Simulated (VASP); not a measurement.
# MgO (Fm-3m) in VASP: notebook

Runs on MgO. Level: PBE. Tasks: single point.

All numbers are computed with VASP 6.6.1; they aren't measurements. Logs are shortened: lines on timing, memory, paths and dates and some standing lists are left out, and cuts for length are marked.

**1. The cell of the first run**

Symmetry: Fm-3m, No. 225, cubic system. Conventional cell: a = 4.211 Å, b = 4.211 Å, c = 4.211 Å, α = 90.00°, β = 90.00°, γ = 90.00°. Mg (site symmetry m-3m) has 6 O at 2.11 Å within 2.8 Å. Within 2.8 Å of O (site symmetry m-3m) lie 6 Mg at 2.11 Å.

**2. Single point, PBE**

INCAR

```
SYSTEM = MgO
PREC     = Accurate       ! precision mode
ENCUT    = 600            ! plane-wave cutoff, eV
EDIFF    = 1E-6           ! SCF threshold, eV
ISMEAR   = 0              ! smearing method
SIGMA    = 0.01           ! smearing width, eV
LREAL    = .FALSE.        ! projectors in reciprocal space
LASPH    = .TRUE.         ! aspherical terms in the spheres
NELM     = 120            ! most SCF steps
ALGO     = Normal         ! electronic algorithm
ISIF     = 2              ! what is computed and relaxed
LWAVE    = .FALSE.        ! write WAVECAR
LCHARG   = .TRUE.         ! write CHGCAR
GGA      = PE             ! functional
LELF     = .TRUE.         ! ELF
LVHAR    = .TRUE.       
NBANDS   = 11             ! bands
GGA_COMPAT= .FALSE.
```

KPOINTS

```
Automatic mesh
0
G
  3 3 3
  0 0 0
```

POSCAR

```
MgO
1.0
    0.0000000000      2.1055000000      2.1055000000
    2.1055000000      0.0000000000      2.1055000000
    2.1055000000      2.1055000000      0.0000000000
Mg O
1 1
Direct
    0.0000000000      0.0000000000      0.0000000000
    0.5000000000      0.5000000000      0.5000000000
```

Potentials or basis: VASP PAW PBE potentials, release 64 (Mg, O).

Run with:

```bash
> cat potpaw_PBE.64/Mg/POTCAR potpaw_PBE.64/O/POTCAR > POTCAR
> mpirun -np 1 vasp_std > vasp.out
```

OUTCAR:

```text
SYSTEM = MgO
   PREC = Accurate
   ENCUT = 600
   EDIFF = 1E-6
   ISMEAR = 0
   LREAL = .FALSE.
   LASPH = .TRUE.
   NELM = 120
   ISIF = 2
   GGA = PE

 ion  position               nearest neighbor table
   1  0.000  0.000  0.000-   2 2.11   2 2.11   2 2.11   2 2.11   2 2.11   2 2.11
   2  0.500  0.500  0.500-   1 2.11   1 2.11   1 2.11   1 2.11   1 2.11   1 2.11

  LATTYP: Found a face centered cubic cell.
 ALAT       =     4.2110000000

  Lattice vectors:

 A1 = (   0.0000000000,   2.1055000000,   2.1055000000)
 A2 = (   2.1055000000,   0.0000000000,   2.1055000000)
 A3 = (   2.1055000000,   2.1055000000,   0.0000000000)

Analysis of symmetry for initial positions (statically):
=====================================================================
 Subroutine PRICEL returns:
 Original cell was already a primitive cell.

 Routine SETGRP: Setting up the symmetry group for a
 face centered cubic supercell.

 Subroutine GETGRP returns: Found 48 space group operations
 (whereof 48 operations were pure point group operations)
 out of a pool of 48 trial point group operations.

The static configuration has the point symmetry O_h .

Analysis of symmetry for dynamics (positions and initial velocities):
=====================================================================
 Subroutine PRICEL returns:
 Original cell was already a primitive cell.

 Routine SETGRP: Setting up the symmetry group for a
 face centered cubic supercell.

 Subroutine GETGRP returns: Found 48 space group operations
 (whereof 48 operations were pure point group operations)
 out of a pool of 48 trial point group operations.

The dynamic configuration has the point symmetry O_h .

 Subroutine INISYM returns: Found 48 space group operations
 (whereof 48 operations are pure point group operations),
 and found     1 'primitive' translations

----------------------------------------------------------------------------------------

                                     Primitive cell

  volume of cell :      18.6679

  direct lattice vectors                    reciprocal lattice vectors
     0.000000000  2.105500000  2.105500000    -0.237473284  0.237473284  0.237473284
     2.105500000  0.000000000  2.105500000     0.237473284 -0.237473284  0.237473284
     2.105500000  2.105500000  0.000000000     0.237473284  0.237473284 -0.237473284

  length of vectors
     2.977626656  2.977626656  2.977626656     0.411315794  0.411315794  0.411315794

  position of ions in fractional coordinates (direct lattice)
     0.000000000  0.000000000  0.000000000
     0.500000000  0.500000000  0.500000000

  ion indices of the primitive-cell ions
   primitive index   ion index
                 1           1
                 2           2

----------------------------------------------------------------------------------------

 KPOINTS: Automatic mesh

Automatic generation of k-mesh.
 Grid dimensions read from file:
 generate k-points for:    3    3    3

 Generating k-lattice:

  Cartesian coordinates                     Fractional coordinates (reciprocal lattice)
    -0.079157761  0.079157761  0.079157761     0.333333333  0.000000000  0.000000000
     0.079157761 -0.079157761  0.079157761     0.000000000  0.333333333  0.000000000
     0.079157761  0.079157761 -0.079157761     0.000000000  0.000000000  0.333333333

  Length of vectors
     0.137105265  0.137105265  0.137105265

  Shift w.r.t. Gamma in fractional coordinates (k-lattice)
     0.000000000  0.000000000  0.000000000

 Subroutine IBZKPT returns following result:
 ===========================================

 Found      4 irreducible k-points:

 Following reciprocal coordinates:
            Coordinates               Weight
  0.000000  0.000000  0.000000      1.000000
  0.333333  0.000000  0.000000      8.000000
  0.333333  0.333333  0.000000      6.000000
 -0.333333  0.333333  0.000000     12.000000
   k-points           NKPTS =      4   k-points in BZ     NKDIM =      4   number of bands    NBANDS=     11
   number of dos      NEDOS =    301   number of ions     NIONS =      2
   total plane-waves  NPLWV =  13824
   dimension x,y,z NGX =    24 NGY =   24 NGZ =   24
   dimension x,y,z NGXF=    48 NGYF=   48 NGZF=   48
   ions per type =               1   1
   NGX,Y,Z   is equivalent  to a cutoff of  13.40, 13.40, 13.40 a.u.
   NGXF,Y,Z  is equivalent  to a cutoff of  26.80, 26.80, 26.80 a.u.
 SYSTEM =  MgO
   PREC   = accura    normal or accurate (medium, high low for compatibility)
   ISTART =      0    job   : 0-new  1-cont  2-samecut
   ICHARG =      2    charge: 1-file 2-atom 10-const
   ISPIN  =      1    spin polarized calculation?
   LNONCOLLINEAR =      F non collinear calculations
   LSORBIT =      F    spin-orbit coupling
   LASPH  =      T    aspherical Exc in radial PAW
   ENCUT  =  600.0 eV  44.10 Ry    6.64 a.u.   5.95  5.95  5.95*2*pi/ulx,y,z
   NELM   =    120;   NELMIN=  2; NELMDL= -5     # of ELM steps
   EDIFF  = 0.1E-05   stopping-criterion for ELM
   LREAL  =      F    real-space projection
   EDIFFG = 0.1E-04   stopping-criterion for IOM
   NSW    =      0    number of steps for IOM
   IBRION =     -1    ionic relax: 0-MD 1-quasi-New 2-CG
   NFREE  =      0    steps in history (QN), initial steepest desc. (CG)
   ISIF   =      2    stress and relaxation
   ISYM   =      2    0-nonsym 1-usesym 2-fastsym
   POTIM  = 0.5000    time-step for ionic-motion
   TEBEG  =    0.0;   TEEND  =   0.0 temperature during run
   PSTRESS=    0.0 pullay stress
   NELECT =       8.0000    total number of electrons
   NUPDOWN=      -1.0000    fix difference up-down
   EMIN   =  10.00;   EMAX   =-10.00  energy-range for DOS
   EFERMI =   0.00;   METHOD = LEGACY
   ISMEAR =     0;   SIGMA  =   0.01  broadening in eV -4-tet -1-fermi 0-gaus
   EFERMI_NEDOS =   21; number of points for ismear=-14 and -15
   IALGO  =     38    algorithm
   IMIX   =      4    mixing-type and parameters
     AMIX     =   0.40;   BMIX     =  1.00
     AMIX_MAG =   1.60;   BMIX_MAG =  1.00
  volume/ion in A,a.u.               =       9.33        62.99
  Fermi-wavevector in a.u.,A,eV,Ry     =   1.234259  2.332411 20.727046  1.523395
  Thomas-Fermi vector in A             =   2.368956
   LORBIT       =      0    0 simple, 1 ext, 2 COOP (PROOUT), +10 PAW based schemes
   GGA     = PE    functional components
   LHFCALC =     F    Hartree Fock is set to
   AEXX    =    0.0000 exact exchange contribution
   IVDW    =     0    specifies the selected vdW correction
   LEPSILON=     F    determine dielectric tensor
   LRPA    =     F    only Hartree local field effects (RPA)
 non-spin polarized calculation
 Gauss-broadening in eV      SIGMA  =   0.01
  energy-cutoff  :      600.00
  volume of cell :       18.67
 maximum number of plane-waves:       634
   NGX = 11   NGY = 11   NGZ = 11

 number of electron       8.0000005 magnetization

 Free energy of the ion-electron system (eV)
  ---------------------------------------------------
  ext. energy  EPLUGINS =         0.00000000
  ---------------------------------------------------
  free energy    TOTEN  =       -11.81689677 eV

  energy without entropy =      -11.81689677  energy(sigma->0) =      -11.81689677

 E-fermi :   3.3274     XC(G=0): -11.0652

 val. band max:        3.2727219477   @ k =   0.0000   0.0000   0.0000
 cond. band min:       7.9647762528   @ k =   0.0000   0.0000   0.0000
 fundamental gap:      4.6920543051
 Fermi energy:         3.3274267059

 k-point     1 :       0.0000    0.0000    0.0000
  band No.  band energies     occupation
      1     -14.0046      2.00000
      2       3.2727      2.00000
      3       3.2727      2.00000
      4       3.2727      2.00000
      5       7.9648      0.00000
      6      19.0101      0.00000
      7      19.0101      0.00000
      8      19.0101      0.00000
      9      22.9390      0.00000
     10      24.7003      0.00000
     11      24.7003      0.00000

 k-point     2 :       0.3333    0.0000    0.0000
  band No.  band energies     occupation
      1     -13.0792      2.00000
      2      -0.4256      2.00000
      3       2.7685      2.00000
      4       2.7685      2.00000
      5      10.9010      0.00000
      6      15.5666      0.00000
      7      19.7870      0.00000
      8      19.7870      0.00000
      9      24.1193      0.00000
     10      24.1193      0.00000
     11      24.6446      0.00000

 k-point     3 :       0.3333    0.3333    0.0000
  band No.  band energies     occupation
      1     -12.8547      2.00000
      2      -0.1911      2.00000
      3       2.2078      2.00000
      4       2.2078      2.00000
      5      12.5307      0.00000
      6      13.2453      0.00000
      7      17.0989      0.00000
      8      21.4541      0.00000
      9      21.4541      0.00000
     10      27.9192      0.00000
     11      30.1776      0.00000

 k-point     4 :      -0.3333    0.3333    0.0000
  band No.  band energies     occupation
      1     -12.4788      2.00000
      2       0.0230      2.00000
      3       0.1820      2.00000
      4       2.2651      2.00000
      5      13.5337      0.00000
      6      15.4586      0.00000
      7      15.7371      0.00000
      8      20.9907      0.00000
      9      22.0416      0.00000
     10      26.4142      0.00000
     11      30.7521      0.00000

------------------------ aborting loop because EDIFF is reached ----------------------------------------

  FORCE on cell =-STRESS in cart. coord.  units (eV):
  Direction    XX          YY          ZZ          XY          YZ          ZX
  --------------------------------------------------------------------------------------
  -------------------------------------------------------------------------------------
  Total        0.4996280      0.4996280      0.4996280     -0.0000000      0.0000000     -0.0000000
  in kB       42.8806744     42.8806744     42.8806744     -0.0000000      0.0000000     -0.0000000
  external PRESSURE =      42.8806744 kB  Pullay stress =       0.0000000 kB

 VOLUME and BASIS-vectors are now :
 -----------------------------------------------------------------------------
  energy-cutoff  :      600.00
  volume of cell :       18.67
      direct lattice vectors                 reciprocal lattice vectors
     0.000000000  2.105500000  2.105500000    -0.237473284  0.237473284  0.237473284
     2.105500000  0.000000000  2.105500000     0.237473284 -0.237473284  0.237473284
     2.105500000  2.105500000  0.000000000     0.237473284  0.237473284 -0.237473284

 POSITION                                       TOTAL-FORCE (eV/Angst)
 -----------------------------------------------------------------------------------
      0.00000      0.00000      0.00000        -0.000000     -0.000000      0.000000
      2.10550      2.10550      2.10550         0.000000      0.000000      0.000000
 -----------------------------------------------------------------------------------
    total drift:                               -0.000000     -0.000000      0.000000

  FREE ENERGIE OF THE ION-ELECTRON SYSTEM (eV)
  ---------------------------------------------------
  free  energy   TOTEN  =       -11.8168967663 eV

  energy  without entropy=      -11.8168967663  energy(sigma->0) =      -11.81689677
```

Run time: 2.6 s. Hardware: 1 thread of Intel Xeon Platinum 8375C at 2.90GHz (Ice Lake), shared host; peak memory 0.13 GiB.

What came out:

- Free energy: -11.8169 eV
- Pressure: 4.3 GPa
- Band gap on the k mesh: 4.69 eV, direct

Caveat: the k points lie up to 0.86 Å⁻¹ apart.

[end of part 1 of 2]
